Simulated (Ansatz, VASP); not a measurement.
# SnO: VASP beside Ansatz

File POSCAR:

```
SnO
1.0
    3.7986000000      0.0000000000      0.0000000000
    0.0000000000      3.7986000000      0.0000000000
    0.0000000000      0.0000000000      4.8408000000
Sn O
2 2
Direct
    0.5000000000      0.0000000000      0.2369000000
    0.0000000000      0.5000000000      0.7631000000
    0.0000000000      0.0000000000      0.0000000000
    0.5000000000      0.5000000000      0.0000000000
```

File INCAR.step1:

```
PREC = Accurate
ENCUT = 600
ISMEAR = 1
SIGMA = 0.3
LREAL = False
LASPH = True
NELM = 80
GGA = PE
ALGO = Normal
EDIFF = 1E-4
LWAVE = True
LCHARG = False
```

The input INCAR.step2:

```
PREC = Accurate
ENCUT = 600
EDIFF = 1E-6
ISMEAR = 1
SIGMA = 0.3
LREAL = False
LASPH = True
NELM = 80
ALGO = Normal
ISIF = 3
LWAVE = False
LCHARG = False
METAGGA = R2SCAN
LMIXTAU = True
LUSE_VDW = True
IVDW_NL = 2
BPARAM = 11.95
CPARAM = 0.0093
IBRION = 2
NSW = 80
EDIFFG = -0.05
ISTART = 1
```

Contents of KPOINTS:

```
regular mesh
0
Gamma
  5 5 4
```

Input for Ansatz:

```yaml
crystal:
  lattice:
    - [3.7986, 0.0, 0.0]
    - [0.0, 3.7986, 0.0]
    - [0.0, 0.0, 4.8408]
  atoms:
    - { symbol: Sn, position: [0.5, 0.0, 0.2369] }
    - { symbol: Sn, position: [0.0, 0.5, 0.7631] }
    - { symbol: O, position: [0.0, 0.0, 0.0] }
    - { symbol: O, position: [0.5, 0.5, 0.0] }
accuracy: medium
basis:
  ecutwfc: 530.0
kpoints:
  mp_grid:
    grid: [5, 5, 4]
hamiltonian:
  xc: r2scan
  dispersion: rvv10
scf:
  convergence:
    dr2_threshold: 1.0e-09
  occupations:
    method: cold
    width: 0.3
relax:
  f_tol: 0.05
  max_steps: 60
  density_extrapolation: transplant
  cell: {}
```

Alike in both runs: task relaxation of cell and atoms; functional r2SCAN; dispersion rVV10; k mesh 5 × 5 × 4; no spin polarisation.

```csv
,VASP,Ansatz
version,VASP 6.6.1,Ansatz 0.2.0
potentials or method,"VASP PAW PBE potentials, release 64 (Sn_d, O), cutoff 600 eV","plane waves, PAW"
occupations,"methfessel-paxton of order 1, width 0.3 eV","cold, width 0.3 eV"
valence electrons in the cell,40,40
```

|  | VASP | Ansatz | Ansatz less VASP |
| --- | --- | --- | --- |
| relaxed volume (Å³/atom) | 17.43 | 17.18 | -0.247 |
| relaxed cell length with the largest relative difference (Å) | 4.831 | 4.780 | -0.0511 |

VASP's potentials were made for PBE, not for r2SCAN. Ansatz's warnings: smearing energy in gap, stress scf threshold loose.
